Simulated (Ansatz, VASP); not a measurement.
# One calculation of PbS, two programs

File INCAR:

```
SYSTEM = PbS
PREC = Accurate ; ENCUT = 520
EDIFF = 1E-6 ; ISMEAR = -1
SIGMA = 0.05 ; LREAL = .False.
LASPH = .True. ; NELM = 150
ALGO = Normal ; ISIF = 2
LWAVE = .False. ; LCHARG = .False.
LNONCOLLINEAR = .True. ; MAGMOM = 0 0 0 0 0 0
LORBIT = 11 ; LSORBIT = .True.
GGA_COMPAT = .False. ; LORBMOM = .True.
NBANDS = 32
```

File KPOINTS:

```
regular mesh
0
Gamma
  8 8 8
  0 0 0
```

Contents of POSCAR:

```
PbS
1.0
    0.0000000000      2.9853913009      2.9853913009
    2.9853913009      0.0000000000      2.9853913009
    2.9853913009      2.9853913009      0.0000000000
Pb S
1 1
Direct
    0.0000000000      0.0000000000      0.0000000000
    0.5000000000      0.5000000000      0.5000000000
```

The input input.yaml:

```yaml
crystal:
  lattice:
    - [0.0, 2.9853913009, 2.9853913009]
    - [2.9853913009, 0.0, 2.9853913009]
    - [2.9853913009, 2.9853913009, 0.0]
  atoms:
    - { symbol: Pb, position: [0.0, 0.0, 0.0] }
    - { symbol: S, position: [0.5, 0.5, 0.5] }
hamiltonian:
  xc: lda
  pseudopotentials: { kind: paw_fr }
magnetization:
  noncollinear: true
  spin_orbit: true
kpoints:
  mp_grid: { grid: [8, 8, 8] }
scf:
  occupations: { method: fermi_dirac, width: 0.05 }
output:
  forces: true
  stress: true
  eigenvalues: true
```

Alike in both runs: task single point; functional LDA; k mesh 8 × 8 × 8; occupations fermi-dirac, width 0.05 eV; non-collinear spin, spin-orbit coupling.

|  | VASP | Ansatz |
| --- | --- | --- |
| version | VASP 6.6.1 | Ansatz 0.2.0 |
| potentials or method | VASP PAW LDA potentials, release 64 (Pb_d, S) | Ansatz PAW |
| plane-wave cutoff (eV) | 520 | 420 |
| valence electrons in the cell | 20 | 20 |

```tsv
	VASP	Ansatz	Ansatz less VASP
pressure (GPa)	-3.9	-4.0	-0.16
net moment per atom (μB)	0.00	0.00	0.000
```

LDA's correlation is that of Perdew and Zunger in VASP and of Perdew and Wang (1992) in Ansatz.
